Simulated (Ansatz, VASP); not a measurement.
**One calculation of Cu, two programs**

The input INCAR:

```
SYSTEM = Cu
ALGO     = Fast           ! electronic algorithm
EDIFF    = 1E-6           ! SCF threshold, eV
ENCUT    = 520            ! plane-wave cutoff, eV
GGA      = PE             ! functional
ISIF     = 2              ! what is computed and relaxed
ISMEAR   = 0              ! smearing method
LASPH    = .True.         ! aspherical terms in the spheres
LCHARG   = .False.        ! write CHGCAR
LREAL    = .False.        ! projectors in reciprocal space
LWAVE    = .False.        ! write WAVECAR
NBANDS   = 12             ! bands
NELM     = 100            ! most SCF steps
PREC     = Accurate       ! precision mode
SIGMA    = 0.15           ! smearing width, eV
```

Contents of KPOINTS:

```
k-points
0
Gamma
  24 24 24
  0 0 0
```

File POSCAR:

```
Cu
1.0
   -1.5444240685      1.5444240685      1.3916805281
    1.5444240685     -1.5444240685      1.3916805281
    1.5444240685      1.5444240685     -1.3916805281
Cu
1
Direct
    0.0000000000      0.0000000000      0.0000000000
```

Input for Ansatz:

```yaml
crystal:
  lattice:
    - [-1.5444240685, 1.5444240685, 1.3916805281]
    - [1.5444240685, -1.5444240685, 1.3916805281]
    - [1.5444240685, 1.5444240685, -1.3916805281]
  atoms:
    - { symbol: Cu, position: [0.0, 0.0, 0.0] }
basis:
  ecutwfc: 520.0
kpoints:
  mp_grid: { grid: [24, 24, 24] }
hamiltonian:
  xc: pbe
  pseudopotentials: { kind: paw, azcp: { folder: soft_1 } }
scf:
  occupations: { method: gaussian, width: 0.15 }
output:
  forces: true
  stress: true
  eigenvalues: true
```

Alike in both runs: task single point; functional PBE; k mesh 24 × 24 × 24; occupations gaussian, width 0.15 eV; no spin polarisation.

|  | VASP | Ansatz |
| --- | --- | --- |
| version | VASP 6.6.1 | Ansatz 0.2.0 |
| potentials or method | VASP PAW PBE potentials, release 64 (Cu), cutoff 520 eV | scalar-relativistic, plane waves, PAW |
| valence electrons in the cell | 11 | 19 |

|  | VASP | Ansatz | Ansatz less VASP |
| --- | --- | --- | --- |
| gap on the k mesh at the Fermi level (eV) | none | none | - |
| pressure (GPa) | -9.8 | -10.7 | -0.92 |
| traceless stress, the component that is largest in VASP (GPa) | 0.08 | 0.07 | -0.014 |

A gap of «none» marks a metal or a gap that the smearing closes. VASP's potentials hold 11 valence electrons a cell and Ansatz's 19, so a difference there can come from the potentials and not from the codes.
